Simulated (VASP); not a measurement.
Runs of VASP 6.6.1 on WS2. The structure is that of space group P-3m1 (No. 164), or close to it. The cells are those of the table. 

```tsv
level	cell	gap on the mesh (eV)	largest force (eV/Å)
PBE	a = 3.188, b = 3.188, c = 24.167 Å, angles 90.0, 90.0, 120.0°, 6 atoms	1.94	-
PBEsol	a = 3.140, b = 3.140, c = 23.349 Å, angles 90.0, 90.0, 120.0°, 6 atoms	1.68	0.70
PBEsol	a = 3.246, b = 3.246, c = 24.133 Å, angles 90.0, 90.0, 120.0°, 6 atoms	(b)	(a)
PBEsol	a = 3.183, b = 3.183, c = 23.669 Å, angles 90.0, 90.0, 120.0°, 6 atoms	1.66	0.09
PBEsol	a = 3.225, b = 3.225, c = 23.980 Å, angles 90.0, 90.0, 120.0°, 6 atoms	(c)	0.76
```

Alike in all rows: task single point; potentials or basis VASP PAW PBE potentials, release 64 (W_sv, S); no spin polarisation; k mesh 10 × 10 × 2; cutoff (eV) 520; smearing fermi-dirac 0.05 eV.

**Question.** Estimate the missing entries.

**Answer.** (a) 1.05; (b) 1.56; (c) 1.60.

Caveats: spin-orbit coupling is left out, which moves the levels of the heavy elements; the PAW data sets were made with another functional, which shifts forces and pressure a little (some runs).

A k mesh can miss the band edges, and the runs leave out spin-orbit coupling on W.
